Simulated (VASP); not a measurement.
# Co (Fm-3m) in VASP: notebook, part 2 of 2

VASP 6.6.1.

**5. Single point, PBEsol**

INCAR reads:

```
SYSTEM = Co
PREC = Accurate
ENCUT = 520
EDIFF = 1E-6
ISMEAR = -1
SIGMA = 0.1
LREAL = .False.
LASPH = .True.
NELM = 80
ALGO = Normal
ISIF = 2
LWAVE = .False.
LCHARG = .False.
GGA = PS
NBANDS = 10
```

KPOINTS reads:

```
regular mesh
0
Gamma
  18 18 18
  0 0 0
```

POSCAR reads:

```
Co
1.0
    0.0000000000      1.7702548708      1.7702548708
    1.7702548708      0.0000000000      1.7702548708
    1.7702548708      1.7702548708      0.0000000000
Co
1
Direct
    0.0000000000      0.0000000000      0.0000000000
```

Potentials or basis: VASP PAW PBE potentials, release 64 (Co).

On the command line:

```bash
$ cat potpaw_PBE.64/Co/POTCAR > POTCAR
$ mpirun -np 1 vasp_std > vasp.out
```

OUTCAR:

```text
SYSTEM = Co
   PREC = Accurate
   ENCUT = 520
   EDIFF = 1E-6
   ISMEAR = -1
   LREAL = .False.
   LASPH = .True.
   NELM = 80
   ISIF = 2
   GGA = PS

 ion  position               nearest neighbor table
   1  0.000  0.000  0.000-

  LATTYP: Found a face centered cubic cell.
 ALAT       =     3.5405097416

  Lattice vectors:

 A1 = (   0.0000000000,   1.7702548708,   1.7702548708)
 A2 = (   1.7702548708,   0.0000000000,   1.7702548708)
 A3 = (   1.7702548708,   1.7702548708,   0.0000000000)

Analysis of symmetry for initial positions (statically):
=====================================================================
 Subroutine PRICEL returns:
 Original cell was already a primitive cell.

 Routine SETGRP: Setting up the symmetry group for a
 face centered cubic supercell.

 Subroutine GETGRP returns: Found 48 space group operations
 (whereof 48 operations were pure point group operations)
 out of a pool of 48 trial point group operations.

The static configuration has the point symmetry O_h .

Analysis of symmetry for dynamics (positions and initial velocities):
=====================================================================
 Subroutine PRICEL returns:
[... 157 lines left out ...]
 cond. band min:       9.5861676116   @ k =  -0.3889   0.5000   0.1111
 fundamental gap:      0.0048776794
 Fermi energy:         9.5854880310

 k-point     1 :       0.0000    0.0000    0.0000
  band No.  band energies     occupation
      1       0.9326      2.00000
      2       7.8591      2.00000
      3       7.8591      2.00000
      4       7.8591      2.00000
      5       9.0914      1.98580
      6       9.0914      1.98580
      7      32.5118      0.00000
      8      36.9131      0.00000
      9      36.9131      0.00000
     10      36.9131      0.00000
[... 287 lines left out ...]
 k-point    24 :      -0.2222    0.0556    0.0000
  band No.  band energies     occupation
      1       3.1073      2.00000
      2       7.3958      2.00000
      3       8.0816      2.00000
      4       8.1410      2.00000
      5       8.9962      1.99450
      6       9.3539      1.82039
      7      24.9230      0.00000
      8      31.4836      0.00000
      9      34.7591      0.00000
     10      37.0997      0.00000

 [... further k-points ...]
[... 5 lines left out ...]
  --------------------------------------------------------------------------------------
  -------------------------------------------------------------------------------------
  Total       -1.7309903     -1.7309903     -1.7309903      0.0000000     -0.0000000      0.0000000
  in kB     -249.9584500   -249.9584500   -249.9584500      0.0000000     -0.0000000      0.0000000
  external PRESSURE =    -249.9584500 kB  Pullay stress =       0.0000000 kB

 VOLUME and BASIS-vectors are now :
 -----------------------------------------------------------------------------
  energy-cutoff  :      520.00
  volume of cell :       11.10
      direct lattice vectors                 reciprocal lattice vectors
     0.000000000  1.770254871  1.770254871    -0.282445205  0.282445205  0.282445205
     1.770254871  0.000000000  1.770254871     0.282445205 -0.282445205  0.282445205
     1.770254871  1.770254871  0.000000000     0.282445205  0.282445205 -0.282445205

 POSITION                                       TOTAL-FORCE (eV/Angst)
 -----------------------------------------------------------------------------------
      0.00000      0.00000      0.00000         0.000000     -0.000000      0.000000
 -----------------------------------------------------------------------------------
    total drift:                                0.000000      0.000000      0.000000

  FREE ENERGIE OF THE ION-ELECTRON SYSTEM (eV)
  ---------------------------------------------------
  free  energy   TOTEN  =        -7.5149059706 eV

  energy  without entropy=       -7.4299735323  energy(sigma->0) =       -7.47243975
```

OSZICAR:

```text
N       E                     dE             d eps       ncg     rms          rms(c)
DAV:   1     0.210556338474E+02    0.21056E+02   -0.41185E+03  3950   0.105E+03
DAV:   2    -0.835562294568E+01   -0.29411E+02   -0.28074E+02  3974   0.151E+02
DAV:   3    -0.905072063402E+01   -0.69510E+00   -0.68987E+00  4410   0.290E+01
DAV:   4    -0.905876257046E+01   -0.80419E-02   -0.80400E-02  4474   0.279E+00
DAV:   5    -0.905899418756E+01   -0.23162E-03   -0.23161E-03  4538   0.436E-01    0.106E+01
DAV:   6    -0.787703549435E+01    0.11820E+01   -0.20229E+01  4260   0.651E+01    0.450E+00
DAV:   7    -0.753604554055E+01    0.34099E+00   -0.28451E+00  4304   0.229E+01    0.104E+00
DAV:   8    -0.751907313451E+01    0.16972E-01   -0.24061E-02  5712   0.160E+00    0.381E-01
DAV:   9    -0.751490208577E+01    0.41710E-02   -0.41573E-03  5788   0.440E-01    0.654E-02
DAV:  10    -0.751490340182E+01   -0.13160E-05   -0.24572E-05  4172   0.504E-02    0.450E-02
DAV:  11    -0.751490592804E+01   -0.25262E-05   -0.13157E-06  2798   0.109E-02    0.175E-03
DAV:  12    -0.751490597064E+01   -0.42592E-07   -0.91288E-08  2046   0.321E-03
   1 F= -.75149060E+01 E0= -.74724398E+01  d E =-.849324E-01
```

It took 22 s on 1 thread of Intel Xeon Platinum 8259CL at 2.50GHz (Skylake/Cascade Lake), shared host; peak memory 0.14 GiB.

What came out:

| Property | Result |
| --- | --- |
| Free energy | -7.5149 eV |
| Pressure | -25.0 GPa |

Levels at points of the mesh, in eV from the Fermi level:
```csv
k point,band 2,band 3,band 4,band 5,band 6,band 7
"(0.00, 0.00, 0.00)",-1.73,-1.73,-1.73,-0.49,-0.49,22.93
"(0.50, 0.00, 0.00)",-1.77,-1.77,-0.06,0.31,0.31,6.60
"(0.50, 0.50, 0.00)",-3.74,0.31,0.51,0.51,2.69,10.00
```

Caveat: the PAW data sets were made with another functional, which shifts forces and pressure a little; the run has no spin polarisation, though such a crystal can be magnetic.

**6. Relaxation of cell and atoms, PBEsol**

This run uses another cell than the first one, of 11.07 Å³/atom, 1.118 times its volume.

INCAR reads:

```
ALGO = Normal ; EDIFF = 1E-6
EDIFFG = -0.01 ; ENCUT = 600
GGA = PS ; IBRION = 2
ISIF = 3 ; ISMEAR = -1
LASPH = T ; LCHARG = F
LREAL = F ; LWAVE = F
NELM = 60 ; NSW = 80
PREC = Accurate ; SIGMA = 0.1
```

KPOINTS reads:

```
k-points
0
Gamma
  15 15 15
```

POSCAR reads:

```
Co
1.0
    0.0000000000      1.7691019796      1.7691019796
    1.7691019796      0.0000000000      1.7691019796
    1.7691019796      1.7691019796      0.0000000000
Co
1
Direct
    0.0000000000      0.0000000000      0.0000000000
```

Potentials or basis: VASP PAW PBE potentials, release 64 (Co).

On the command line:

```bash
$ cat potpaw_PBE.64/Co/POTCAR > POTCAR
$ mpirun -np 1 vasp_std > vasp.out
```

Run time: 50 s. Hardware: 1 thread of Intel Xeon Platinum 8259CL at 2.50GHz (Skylake/Cascade Lake), shared host; peak memory 0.14 GiB.

The run converged. Its results:

| Item | Value |
| --- | --- |
| Free energy | -7.6227 eV |
| Relaxed volume | 9.87 Å³/atom |
| Relaxed cell | a = 2.408 Å, b = 2.408 Å, c = 2.408 Å, α = 60.00°, β = 60.00°, γ = 60.00° |
| Space group after relaxing (to 0.05 Å) | Fm-3m (No. 225) |
| Energy gained by relaxing | 104.7 meV/atom |
| Ionic steps | 7 |
| Pressure after relaxing | 0.0 GPa |

The path:
```csv
step,energy change (eV),largest force (eV/Å),pressure (GPa),volume (Å³)
1,0.0000,0.0000,-24.80,11.07
2,0.1016,0.0000,57.50,8.55
3,-0.1045,0.0000,-1.10,9.91
4,-0.1046,0.0000,-0.21,9.87
5,-0.1046,0.0000,0.46,9.85
6,-0.1046,0.0000,-0.60,9.89
7,-0.1047,0.0000,0.01,9.87
```

Final structure:
```cif
data_structure
_symmetry_space_group_name_H-M 'P 1'
_symmetry_Int_Tables_number 1
_cell_length_a 2.4075
_cell_length_b 2.4075
_cell_length_c 2.4075
_cell_angle_alpha 60.000
_cell_angle_beta 60.000
_cell_angle_gamma 60.000
_cell_volume 9.87
loop_
_atom_site_label
_atom_site_type_symbol
_atom_site_fract_x
_atom_site_fract_y
_atom_site_fract_z
_atom_site_occupancy
Co1 Co 0.00000 0.00000 0.00000 1
```

Levels at points of the mesh, in eV from the Fermi level:
```csv
k point,band 2,band 3,band 4,band 5,band 6,band 7
"(0.00, 0.00, 0.00)",-2.06,-2.06,-2.06,-0.59,-0.59,23.84
```

Caveat: the PAW data sets were made with another functional, which shifts forces and pressure a little; the run has no spin polarisation, though such a crystal can be magnetic. Spin polarisation is off, so any magnetic state and its effect on volume and gap are missing.

**7. Single point, PBEsol**

INCAR reads:

```
PREC     = Accurate       # precision mode
ENCUT    = 520            # plane-wave cutoff, eV
EDIFF    = 1E-6           # SCF threshold, eV
ISMEAR   = -1             # smearing method
SIGMA    = 0.1            # smearing width, eV
LREAL    = F              # projectors in reciprocal space
LASPH    = T              # aspherical terms in the spheres
NELM     = 100            # most SCF steps
ALGO     = Normal         # electronic algorithm
ISIF     = 2              # what is computed and relaxed
LWAVE    = F              # write WAVECAR
LCHARG   = F              # write CHGCAR
GGA      = PS             # functional
NBANDS   = 10             # bands
```

KPOINTS reads:

```
Automatic mesh
0
Gamma
  26 26 26
```

POSCAR reads:

```
Co
1.0
    0.0000000000      1.7046286775      1.7046286775
    1.7046286775      0.0000000000      1.7046286775
    1.7046286775      1.7046286775      0.0000000000
Co
1
Direct
    0.0000000000      0.0000000000      0.0000000000
```

Potentials or basis: VASP PAW PBE potentials, release 64 (Co).

On the command line:

```bash
$ cat potpaw_PBE.64/Co/POTCAR > POTCAR
$ mpirun -np 1 vasp_std > vasp.out
```

OUTCAR:

```text
PREC = Accurate
   ENCUT = 520
   EDIFF = 1E-6
   ISMEAR = -1
   LREAL = F
   LASPH = T
   NELM = 100
   ISIF = 2
   GGA = PS

 ion  position               nearest neighbor table
   1  0.000  0.000  0.000-

  LATTYP: Found a face centered cubic cell.
 ALAT       =     3.4092573550

  Lattice vectors:

 A1 = (   0.0000000000,   1.7046286775,   1.7046286775)
 A2 = (   1.7046286775,   0.0000000000,   1.7046286775)
 A3 = (   1.7046286775,   1.7046286775,   0.0000000000)

Analysis of symmetry for initial positions (statically):
=====================================================================
 Subroutine PRICEL returns:
 Original cell was already a primitive cell.

 Routine SETGRP: Setting up the symmetry group for a
 face centered cubic supercell.

 Subroutine GETGRP returns: Found 48 space group operations
 (whereof 48 operations were pure point group operations)
 out of a pool of 48 trial point group operations.

The static configuration has the point symmetry O_h .

Analysis of symmetry for dynamics (positions and initial velocities):
=====================================================================
 Subroutine PRICEL returns:
 Original cell was already a primitive cell.

 Routine SETGRP: Setting up the symmetry group for a
 face centered cubic supercell.

 Subroutine GETGRP returns: Found 48 space group operations
 (whereof 48 operations were pure point group operations)
 out of a pool of 48 trial point group operations.

The dynamic configuration has the point symmetry O_h .

 Subroutine INISYM returns: Found 48 space group operations
 (whereof 48 operations are pure point group operations),
 and found     1 'primitive' translations

----------------------------------------------------------------------------------------

                                     Primitive cell

[... 104 lines left out ...]
   EFERMI_NEDOS =   21; number of points for ismear=-14 and -15
   IALGO  =     38    algorithm
   IMIX   =      4    mixing-type and parameters
     AMIX     =   0.40;   BMIX     =  1.00
     AMIX_MAG =   1.60;   BMIX_MAG =  1.00
  volume/ion in A,a.u.               =       9.91        66.85
  Fermi-wavevector in a.u.,A,eV,Ry     =   1.585560  2.996273 34.205032  2.513999
  Thomas-Fermi vector in A             =   2.685005
   LORBIT       =      0    0 simple, 1 ext, 2 COOP (PROOUT), +10 PAW based schemes
   GGA     = PS    functional components
   LHFCALC =     F    Hartree Fock is set to
   AEXX    =    0.0000 exact exchange contribution
   IVDW    =     0    specifies the selected vdW correction
   LEPSILON=     F    determine dielectric tensor
   LRPA    =     F    only Hartree local field effects (RPA)
 non-spin polarized calculation
  energy-cutoff  :      520.00
  volume of cell :        9.91
 maximum number of plane-waves:       283
 NGX is ok and might be reduce to    18

 number of electron       9.0000006 magnetization

 Free energy of the ion-electron system (eV)
  ---------------------------------------------------
  ext. energy  EPLUGINS =         0.00000000
  ---------------------------------------------------
  free energy    TOTEN  =        -7.62176093 eV

  energy without entropy =       -7.55022321  energy(sigma->0) =       -7.58599207

 E-fermi :  11.3414     XC(G=0): -14.1460

 val. band max:       11.3404574608   @ k =  -0.1538   0.1538   0.0000
 cond. band min:      11.3433748279   @ k =   0.3077   0.2308   0.0000
 fundamental gap:      0.0029173672
 Fermi energy:        11.3414399793

 k-point     1 :       0.0000    0.0000    0.0000
  band No.  band energies     occupation
      1       1.9223      2.00000
      2       9.2937      2.00000
      3       9.2937      2.00000
      4       9.2937      2.00000
      5      10.7525      1.99448
      6      10.7525      1.99448
      7      35.1421      0.00000
      8      40.3976      0.00000
      9      40.3976      0.00000
     10      40.3976      0.00000
[... 287 lines left out ...]
 k-point    24 :       0.3846    0.0385    0.0000
  band No.  band energies     occupation
      1       5.9118      2.00000
      2       9.3123      2.00000
      3       9.3916      2.00000
      4       9.4959      2.00000
      5      11.4452      0.52304
      6      11.4943      0.35632
      7      21.9454      0.00000
      8      34.1130      0.00000
      9      37.1279      0.00000
     10      39.0958      0.00000

 [... further k-points ...]
[... 5 lines left out ...]
  --------------------------------------------------------------------------------------
  -------------------------------------------------------------------------------------
  Total       -0.0605443     -0.0605443     -0.0605443      0.0000000      0.0000000     -0.0000000
  in kB       -9.7918376     -9.7918376     -9.7918376      0.0000000      0.0000000     -0.0000000
  external PRESSURE =      -9.7918376 kB  Pullay stress =       0.0000000 kB

 VOLUME and BASIS-vectors are now :
 -----------------------------------------------------------------------------
  energy-cutoff  :      520.00
  volume of cell :        9.91
      direct lattice vectors                 reciprocal lattice vectors
     0.000000000  1.704628677  1.704628677    -0.293319012  0.293319012  0.293319012
     1.704628677  0.000000000  1.704628677     0.293319012 -0.293319012  0.293319012
     1.704628677  1.704628677  0.000000000     0.293319012  0.293319012 -0.293319012

 POSITION                                       TOTAL-FORCE (eV/Angst)
 -----------------------------------------------------------------------------------
      0.00000      0.00000      0.00000        -0.000000      0.000000     -0.000000
 -----------------------------------------------------------------------------------
    total drift:                                0.000000     -0.000000     -0.000000

  FREE ENERGIE OF THE ION-ELECTRON SYSTEM (eV)
  ---------------------------------------------------
  free  energy   TOTEN  =        -7.6217609301 eV

  energy  without entropy=       -7.5502232098  energy(sigma->0) =       -7.58599207
```

stdout:

```text
POSCAR found type information on POSCAR Co
 POSCAR found :  1 types and       1 ions
 scaLAPACK will be used
 -----------------------------------------------------------------------------
|                                                                             |
|                                                                             |
|     You enforced a specific xc type in the INCAR file but a different       |
|     I HOPE YOU KNOW WHAT YOU ARE DOING!                                     |
|                                                                             |
 -----------------------------------------------------------------------------

 LDA part: xc-table for (Slater+PW92), standard interpolation
 POSCAR, INCAR and KPOINTS ok, starting setup
 FFT: planning ... GRIDC
 FFT: planning ... GRID_SOFT
 FFT: planning ... GRID
 WAVECAR not read
 entering main loop
```

Wall time 40 s (1 thread of Intel Xeon Platinum 8259CL at 2.50GHz (Skylake/Cascade Lake), shared host); peak memory 0.16 GiB.

What came out:

- Free energy: -7.6218 eV
- Pressure: -1.0 GPa

Caveat: the PAW data sets were made with another functional, which shifts forces and pressure a little; the run has no spin polarisation, though such a crystal can be magnetic.

**8. Summary**

```csv
task,cell,k mesh,cutoff (eV),gap on the mesh (eV),pressure (GPa)
single point,"a = 2.411 Å, angles 60.0°, 1 atom",18 × 18 × 18,520,none,-1.0
single point,"a = 2.442 Å, angles 60.0°, 1 atom",18 × 18 × 18,520,none,-10.9
single point,"a = 2.473 Å, angles 60.0°, 1 atom",18 × 18 × 18,520,none,-18.8
single point,"a = 2.504 Å, angles 60.0°, 1 atom",18 × 18 × 18,520,none,-25.0
relaxation of cell and atoms,"relaxed from a = 2.502 Å, angles 60.0°, 1 atom",15 × 15 × 15,600,none,0.0
single point,"a = 2.411 Å, angles 60.0°, 1 atom",26 × 26 × 26,520,none,-1.0
```

Alike in all rows: level PBEsol; potentials or basis VASP PAW PBE potentials, release 64 (Co); no spin polarisation; smearing fermi-dirac 0.1 eV.

Caveats: the PAW data sets were made with another functional, which shifts forces and pressure a little; the run has no spin polarisation, though such a crystal can be magnetic.

Total energies depend on the potentials used, so only differences within one code and one set of settings carry meaning.
